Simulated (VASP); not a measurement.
# GeP5 (I4/mmm) in VASP: further runs

Runs on GeP5. Level: PBE. Tasks: relaxation of cell and atoms, single point.

All numbers are computed with VASP 6.6.1; they aren't measurements. Logs are shortened: lines on timing, memory, paths and dates and some standing lists are left out, and cuts for length are marked.

## Step 1: The cell of the first run

The structure is tetragonal, space group I4/mmm (No. 139). The conventional cell has a = 4.901 Å, b = 4.901 Å, c = 9.225 Å, α = 90.00°, β = 90.00°, γ = 90.00°. Ge (site symmetry 4/mmm) has 12 P at 2.71 to 3.47 Å within 3.6 Å. P (site symmetry 2mm) has 4 P at 2.28 to 2.71 Å and 2 Ge at 2.71 Å within 3.0 Å. Within 3.6 Å of P (site symmetry 4/mmm) lie 8 P at 2.71 Å and 4 Ge at 3.47 Å.

## Step 2: Relaxation of cell and atoms, PBE

INCAR

```
ALGO = Normal
EDIFF = 1E-6
EDIFFG = -0.04
ENCUT = 600
GGA = PE
IBRION = 2
ISIF = 3
ISMEAR = 0
LASPH = True
LCHARG = False
LREAL = False
LWAVE = False
NELM = 60
NSW = 90
PREC = Accurate
SIGMA = 0.1
```

KPOINTS

```
k-points
0
Gamma
  6 6 6
```

POSCAR

```
GeP5
1.0
   -2.4504050885      2.4504050885      4.6122758295
    2.4504050885     -2.4504050885      4.6122758295
    2.4504050885      2.4504050885     -4.6122758295
Ge P
1 5
Direct
    0.0000000000      0.0000000000      0.0000000000
    0.3733207406      0.8733207406      0.5000000000
    0.8733207406      0.3733207406      0.5000000000
    0.6266792594      0.1266792594      0.5000000000
    0.1266792594      0.6266792594      0.5000000000
    0.5000000000      0.5000000000      0.0000000000
```

Potentials or basis: VASP PAW PBE potentials, release 64 (Ge_d, P).

On the command line:

```sh
$ cat potpaw_PBE.64/Ge_d/POTCAR potpaw_PBE.64/P/POTCAR > POTCAR
$ mpirun -np 1 vasp_std > vasp.out
```

OUTCAR:

```text
EDIFF = 1E-6
   EDIFFG = -0.04
   ENCUT = 600
   GGA = PE
   IBRION = 2
   ISIF = 3
   ISMEAR = 0
   LASPH = True
   LREAL = False
   NELM = 60
   NSW = 90
   PREC = Accurate

 ion  position               nearest neighbor table
   1  0.000  0.000  0.000-   4 2.71   5 2.71   3 2.71   2 2.71   4 2.71   5 2.71   2 2.71   3 2.71

   2  0.373  0.873  0.500-   5 2.28   4 2.34   1 2.71   6 2.71   1 2.71   6 2.71
   3  0.873  0.373  0.500-   4 2.28   5 2.34   6 2.71   1 2.71   1 2.71   6 2.71
   4  0.627  0.127  0.500-   3 2.28   2 2.34   6 2.71   1 2.71   1 2.71   6 2.71
   5  0.127  0.627  0.500-   2 2.28   3 2.34   1 2.71   6 2.71   1 2.71   6 2.71
   6  0.500  0.500  0.000-   5 2.71   4 2.71   2 2.71   3 2.71   4 2.71   5 2.71   2 2.71   3 2.71

  LATTYP: Found a body centered tetragonal cell.
 ALAT       =     4.9008101770
 C/A-ratio  =     1.8822503476

  Lattice vectors:

 A1 = (  -2.4504050885,   2.4504050885,   4.6122758295)
 A2 = (   2.4504050885,  -2.4504050885,   4.6122758295)
 A3 = (   2.4504050885,   2.4504050885,  -4.6122758295)

Analysis of symmetry for initial positions (statically):
=====================================================================
 Subroutine PRICEL returns:
 Original cell was already a primitive cell.

 Routine SETGRP: Setting up the symmetry group for a
 body centered tetragonal supercell.

 Subroutine GETGRP returns: Found 16 space group operations
 (whereof 16 operations were pure point group operations)
 out of a pool of 16 trial point group operations.

The static configuration has the point symmetry D_4h.

Analysis of symmetry for dynamics (positions and initial velocities):
=====================================================================
 Subroutine PRICEL returns:
 Original cell was already a primitive cell.

 Routine SETGRP: Setting up the symmetry group for a
 body centered tetragonal supercell.

 Subroutine GETGRP returns: Found 16 space group operations
 (whereof 16 operations were pure point group operations)
 out of a pool of 16 trial point group operations.

The dynamic configuration has the point symmetry D_4h.

 Subroutine INISYM returns: Found 16 space group operations
 (whereof 16 operations are pure point group operations),
 and found     1 'primitive' translations

----------------------------------------------------------------------------------------

                                     Primitive cell

  volume of cell :     110.7774

  direct lattice vectors                    reciprocal lattice vectors
    -2.450405089  2.450405089  4.612275829     0.000000000  0.204047895  0.108406353
     2.450405089 -2.450405089  4.612275829     0.204047895  0.000000000  0.108406353
     2.450405089  2.450405089 -4.612275829     0.204047895  0.204047895  0.000000000

  length of vectors
     5.769060454  5.769060454  5.769060454     0.231057310  0.231057310  0.288567300

  position of ions in fractional coordinates (direct lattice)
     0.000000000  0.000000000  0.000000000
     0.373320741  0.873320741  0.500000000
     0.873320741  0.373320741  0.500000000
     0.626679259  0.126679259  0.500000000
     0.126679259  0.626679259  0.500000000
     0.500000000  0.500000000  0.000000000

  ion indices of the primitive-cell ions
   primitive index   ion index
                 1           1
                 2           2
                 3           3
                 4           4
                 5           5
                 6           6

----------------------------------------------------------------------------------------

 KPOINTS: k-points

Automatic generation of k-mesh.
 Grid dimensions read from file:
 generate k-points for:    6    6    6

 Generating k-lattice:

  Cartesian coordinates                     Fractional coordinates (reciprocal lattice)
     0.000000000  0.034007982  0.018067725     0.166666667 -0.000000000  0.000000000
     0.034007982  0.000000000  0.018067725    -0.000000000  0.166666667  0.000000000
     0.034007982  0.034007982  0.000000000     0.000000000  0.000000000  0.166666667

  Length of vectors
     0.038509552  0.038509552  0.048094550

  Shift w.r.t. Gamma in fractional coordinates (k-lattice)
     0.000000000  0.000000000  0.000000000

 Subroutine IBZKPT returns following result:
 ===========================================

 Found     30 irreducible k-points:

 Following reciprocal coordinates:
            Coordinates               Weight
  0.000000  0.000000  0.000000      1.000000
  0.166667  0.000000 -0.000000      8.000000
  0.333333  0.000000 -0.000000      8.000000
  0.500000  0.000000 -0.000000      4.000000
  0.166667  0.166667 -0.000000      8.000000
  0.333333  0.166667 -0.000000     16.000000
[... 16 lines left out ...]
 -0.333333 -0.333333  0.166667      8.000000
 -0.166667 -0.333333  0.166667      8.000000
 [... further k-points ...]
   k-points           NKPTS =     30   k-points in BZ     NKDIM =     30   number of bands    NBANDS=     23
   number of dos      NEDOS =    301   number of ions     NIONS =      6
   total plane-waves  NPLWV = 110592
   dimension x,y,z NGX =    48 NGY =   48 NGZ =   48
   dimension x,y,z NGXF=    96 NGYF=   96 NGZF=   96
   ions per type =               1   5
   NGX,Y,Z   is equivalent  to a cutoff of  13.83, 13.83, 13.83 a.u.
   NGXF,Y,Z  is equivalent  to a cutoff of  27.66, 27.66, 27.66 a.u.
 SYSTEM =  unknown system
   PREC   = accura    normal or accurate (medium, high low for compatibility)
   ISTART =      0    job   : 0-new  1-cont  2-samecut
   ICHARG =      2    charge: 1-file 2-atom 10-const
   ISPIN  =      1    spin polarized calculation?
   LNONCOLLINEAR =      F non collinear calculations
   LSORBIT =      F    spin-orbit coupling
   LASPH  =      T    aspherical Exc in radial PAW
   ENCUT  =  600.0 eV  44.10 Ry    6.64 a.u.  11.52 11.52 11.52*2*pi/ulx,y,z
   NELM   =     60;   NELMIN=  2; NELMDL= -5     # of ELM steps
   EDIFF  = 0.1E-05   stopping-criterion for ELM
   LREAL  =      F    real-space projection
   EDIFFG = -.4E-01   stopping-criterion for IOM
   NSW    =     90    number of steps for IOM
   IBRION =      2    ionic relax: 0-MD 1-quasi-New 2-CG
   NFREE  =      1    steps in history (QN), initial steepest desc. (CG)
   ISIF   =      3    stress and relaxation
   ISYM   =      2    0-nonsym 1-usesym 2-fastsym
   POTIM  = 0.5000    time-step for ionic-motion
   TEBEG  =    0.0;   TEEND  =   0.0 temperature during run
   PSTRESS=    0.0 pullay stress
   NELECT =      39.0000    total number of electrons
   NUPDOWN=      -1.0000    fix difference up-down
   EMIN   =  10.00;   EMAX   =-10.00  energy-range for DOS
   EFERMI =   0.00;   METHOD = LEGACY
   ISMEAR =     0;   SIGMA  =   0.10  broadening in eV -4-tet -1-fermi 0-gaus
   EFERMI_NEDOS =   21; number of points for ismear=-14 and -15
   IALGO  =     38    algorithm
   IMIX   =      4    mixing-type and parameters
     AMIX     =   0.40;   BMIX     =  1.00
     AMIX_MAG =   1.60;   BMIX_MAG =  1.00
  volume/ion in A,a.u.               =      18.46       124.59
  Fermi-wavevector in a.u.,A,eV,Ry     =   1.155969  2.184464 18.180966  1.336263
  Thomas-Fermi vector in A             =   2.292593
   LORBIT       =      0    0 simple, 1 ext, 2 COOP (PROOUT), +10 PAW based schemes
   GGA     = PE    functional components
   LHFCALC =     F    Hartree Fock is set to
   AEXX    =    0.0000 exact exchange contribution
   IVDW    =     0    specifies the selected vdW correction
   LEPSILON=     F    determine dielectric tensor
   LRPA    =     F    only Hartree local field effects (RPA)
 conjugate gradient relaxation of ions
 non-spin polarized calculation
 Gauss-broadening in eV      SIGMA  =   0.10
  energy-cutoff  :      600.00
  volume of cell :      110.78
 maximum number of plane-waves:      3724
 NGX is ok and might be reduce to    48
   NGX = 23   NGY = 23   NGZ = 23

--------------------------------------- Ionic step        1  -------------------------------------------

 number of electron      38.9999998 magnetization

 Free energy of the ion-electron system (eV)
  ---------------------------------------------------
  ext. energy  EPLUGINS =         0.00000000
  ---------------------------------------------------
  free energy    TOTEN  =       -27.86172329 eV

  energy without entropy =      -27.84807658  energy(sigma->0) =      -27.85489993

------------------------ aborting loop because EDIFF is reached ----------------------------------------

  FORCE on cell =-STRESS in cart. coord.  units (eV):
  Direction    XX          YY          ZZ          XY          YZ          ZX
  --------------------------------------------------------------------------------------
  -------------------------------------------------------------------------------------
  Total       -0.6185490     -0.6185490      0.9052156      0.0000000      0.0000000      0.0000000
  in kB       -8.9460983     -8.9460983     13.0921686      0.0000000      0.0000000      0.0000000
  external PRESSURE =      -1.6000093 kB  Pullay stress =       0.0000000 kB
[... 101 lines left out ...]
  FREE ENERGIE OF THE ION-ELECTRON SYSTEM (eV)
  ---------------------------------------------------
  free  energy   TOTEN  =       -27.9960948369 eV

  energy  without entropy=      -27.9797905646  energy(sigma->0) =      -27.98794270

[... ionic steps 4 to 10 ...]

--------------------------------------- Ionic step       11  -------------------------------------------

 number of electron      39.0000004 magnetization

------------------------ aborting loop because EDIFF is reached ----------------------------------------
[... 75 lines left out ...]
--------------------------------------- Ionic step       13  -------------------------------------------

 number of electron      39.0000004 magnetization

 Free energy of the ion-electron system (eV)
  ---------------------------------------------------
  ext. energy  EPLUGINS =         0.00000000
  ---------------------------------------------------
  free energy    TOTEN  =       -28.12652648 eV

  energy without entropy =      -28.11913349  energy(sigma->0) =      -28.12282998

 E-fermi :   6.5887     XC(G=0): -10.3732

 val. band max:        6.5710259690   @ k =   0.5000   0.5000   0.1667
 cond. band min:       6.6653123593   @ k =   0.3333   0.0000  -0.0000
 fundamental gap:      0.0942863904
 Fermi energy:         6.5886776004

 k-point     1 :       0.0000    0.0000    0.0000
  band No.  band energies     occupation
      1     -18.2510      2.00000
      2     -18.2378      2.00000
      3     -18.2311      2.00000
      4     -18.2311      2.00000
      5     -18.2244      2.00000
      6      -7.9739      2.00000
[... 613 lines left out ...]
     22       7.2107      0.00000
     23       9.1460      0.00000

 [... further k-points ...]

------------------------ aborting loop because EDIFF is reached ----------------------------------------

  FORCE on cell =-STRESS in cart. coord.  units (eV):
  Direction    XX          YY          ZZ          XY          YZ          ZX
  --------------------------------------------------------------------------------------
  -------------------------------------------------------------------------------------
  Total       -0.0015856     -0.0015856     -0.0256390      0.0000000      0.0000000      0.0000000
  in kB       -0.0230871     -0.0230871     -0.3733081      0.0000000      0.0000000      0.0000000
  external PRESSURE =      -0.1398275 kB  Pullay stress =       0.0000000 kB
[... 21 lines left out ...]
  FREE ENERGIE OF THE ION-ELECTRON SYSTEM (eV)
  ---------------------------------------------------
  free  energy   TOTEN  =       -28.1265264782 eV

  energy  without entropy=      -28.1191334900  energy(sigma->0) =      -28.12282998

 reached required accuracy - stopping structural energy minimisation
```

It took 7.7 min on 1 thread of Intel Xeon 6975P-C (Granite Rapids), shared host; peak memory 0.38 GiB.

What came out:

| Property | Result |
| --- | --- |
| Free energy | -28.1265 eV |
| Relaxed volume | 18.34 Å³/atom |
| Relaxed cell | a = 5.906 Å, b = 5.906 Å, c = 5.906 Å, α = 132.45°, β = 132.45°, γ = 69.52° |
| Space group after relaxing (to 0.05 Å) | I4/mmm (No. 139) |
| Energy gained by relaxing | 44.1 meV/atom |
| Ionic steps | 13 |
| Pressure after relaxing | 0.0 GPa |
| Largest force after relaxing | 0.011 eV/Å |

Forces on the atoms (eV/Å):
```
Ge   0.000  0.000  0.000
P    0.000  0.000  0.011
P    0.000  0.000  0.011
P    0.000  0.000 -0.011
P    0.000  0.000 -0.011
P    0.000  0.000  0.000
```

The path:
```csv
step,energy change (eV),largest force (eV/Å),pressure (GPa),volume (Å³)
1,0.0000,0.3416,-0.16,110.78
2,-0.0353,0.3753,-0.45,110.48
3,-0.1344,0.5007,-0.45,109.51
4,-0.2054,0.1418,0.82,107.31
5,-0.2245,0.5266,0.02,108.53
6,-0.2387,0.2259,0.37,107.94
7,-0.2331,0.4324,1.22,108.15
8,-0.2463,0.0309,0.71,108.03
9,-0.2608,0.0488,0.39,109.02
10,-0.2644,0.0655,0.18,109.79
11,-0.2644,0.0662,0.16,109.82
12,-0.2646,0.0266,-0.20,110.19
13,-0.2648,0.0106,-0.01,110.04
```

Final structure:
```cif
data_structure
_symmetry_space_group_name_H-M 'P 1'
_symmetry_Int_Tables_number 1
_cell_length_a 5.9061
_cell_length_b 5.9061
_cell_length_c 5.9061
_cell_angle_alpha 132.449
_cell_angle_beta 132.449
_cell_angle_gamma 69.521
_cell_volume 110.04
loop_
_atom_site_label
_atom_site_type_symbol
_atom_site_fract_x
_atom_site_fract_y
_atom_site_fract_z
_atom_site_occupancy
Ge1 Ge 0.00000 0.00000 0.00000 1
P1 P 0.35760 0.85760 0.50000 1
P2 P 0.85760 0.35760 0.50000 1
P3 P 0.64240 0.14240 0.50000 1
P4 P 0.14240 0.64240 0.50000 1
P5 P 0.50000 0.50000 0.00000 1
```

Levels at points of the mesh, in eV from the Fermi level:
```csv
k point,band 18,band 19,band 20,band 21,band 22,band 23
"(0.00, 0.00, 0.00)",-2.07,-1.43,-0.22,2.32,2.32,2.81
"(0.50, 0.00, 0.00)",-1.47,-1.37,-0.27,0.10,1.82,3.33
"(0.50, 0.50, 0.00)",0.19,0.23,0.93,1.14,1.93,2.00
"(0.50, 0.50, 0.50)",-0.93,-0.93,-0.52,-0.52,-0.38,0.72
```

## Step 3: Single point, PBE

This run uses another cell than the first one, of 18.19 Å³/atom, 0.985 times its volume.

INCAR

```
SYSTEM = GeP5
PREC     = Accurate       ! precision mode
ENCUT    = 520            ! plane-wave cutoff, eV
EDIFF    = 1E-6           ! SCF threshold, eV
ISMEAR   = 0              ! smearing method
SIGMA    = 0.1            ! smearing width, eV
LREAL    = .False.        ! projectors in reciprocal space
LASPH    = .True.         ! aspherical terms in the spheres
NELM     = 80             ! most SCF steps
ALGO     = Normal         ! electronic algorithm
ISIF     = 2              ! what is computed and relaxed
LWAVE    = .False.        ! write WAVECAR
LCHARG   = .False.        ! write CHGCAR
GGA      = PE             ! functional
NBANDS   = 28             ! bands
```

KPOINTS

```
Automatic mesh
0
Gamma
  12 12 12
  0 0 0
```

POSCAR

```
GeP5
1.0
   -2.3727776903      2.3727776903      4.8450887130
    2.3727776903     -2.3727776903      4.8450887130
    2.3727776903      2.3727776903     -4.8450887130
Ge P
1 5
Direct
    0.0000000000      0.0000000000      0.0000000000
    0.3586284053      0.8586284053      0.5000000000
    0.8586284053      0.3586284053      0.5000000000
    0.6413715947      0.1413715947      0.5000000000
    0.1413715947      0.6413715947      0.5000000000
    0.5000000000      0.5000000000      0.0000000000
```

Potentials or basis: VASP PAW PBE potentials, release 64 (Ge_d, P).

On the command line:

```sh
$ cat potpaw_PBE.64/Ge_d/POTCAR potpaw_PBE.64/P/POTCAR > POTCAR
$ mpirun -np 1 vasp_std > vasp.out
```

It took 4.8 min on 1 thread of Intel Xeon 6975P-C (Granite Rapids), shared host; peak memory 0.6 GiB.

Results (log left out):

| Quantity | Value |
| --- | --- |
| Free energy | -28.1471 eV |
| Pressure | -0.1 GPa |
| Largest force | 0.049 eV/Å |

Forces in eV/Å, atoms in the order of the input:
```
Ge   0.000  0.000  0.000
P    0.000  0.000 -0.049
P    0.000  0.000 -0.049
P    0.000  0.000  0.049
P    0.000  0.000  0.049
P    0.000  0.000  0.000
```

Stress tensor (GPa, compression positive):
```
-0.05  0.00  0.00
 0.00 -0.05  0.00
 0.00  0.00 -0.33
```

Levels at points of the mesh, in eV from the Fermi level:
| k point | band 17 | band 18 | band 19 | band 20 | band 21 | band 22 | band 23 | band 24 |
| --- | --- | --- | --- | --- | --- | --- | --- | --- |
| (0.00, 0.00, 0.00) | -2.44 | -2.08 | -1.45 | -0.14 | 2.31 | 2.31 | 2.87 | 3.25 |
| (0.50, 0.00, 0.00) | -2.56 | -1.46 | -1.38 | -0.25 | 0.10 | 1.89 | 3.36 | 3.44 |
| (0.50, 0.50, 0.00) | -0.65 | 0.25 | 0.27 | 0.94 | 1.09 | 1.96 | 1.97 | 2.88 |
| (0.50, 0.50, 0.50) | -1.66 | -0.98 | -0.98 | -0.47 | -0.47 | -0.39 | 0.76 | 0.76 |
